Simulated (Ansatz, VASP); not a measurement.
CoSi in VASP and in Ansatz

```xyz
2
Lattice="0.0000 2.3313 2.3313 2.3313 0.0000 2.3313 2.3313 2.3313 0.0000" Properties=species:S:1:pos:R:3 pbc="T T T"
Co    0.0000    0.0000    0.0000
Si    2.3313    2.3313    2.3313
```

Alike in both runs: functional PBE; k mesh 15 × 15 × 15; occupations fermi-dirac, width 0.05 eV; no spin polarisation.

Ansatz relaxed the structure, and its values are those at the end. VASP's run is a single point on that final structure, the one shown.

|  | VASP | Ansatz |
| --- | --- | --- |
| version | VASP 6.6.1 | Ansatz 0.2.0 |
| potentials or method | VASP PAW PBE potentials, release 64 (Co, Si) | PAW with Ansatz's default frozen-core files, scalar-relativistic |
| plane-wave cutoff (eV) | 520 | 420 |
| valence electrons in the cell | 13 | 21 |

```tsv
	VASP	Ansatz	Ansatz less VASP
pressure (GPa)	0.0	0.0	+0.03
```

With one functional, cell and mesh, what is left measures potentials, basis and numerics. VASP's potentials hold 13 valence electrons a cell and Ansatz's 21, so a difference there can come from the potentials and not from the codes.
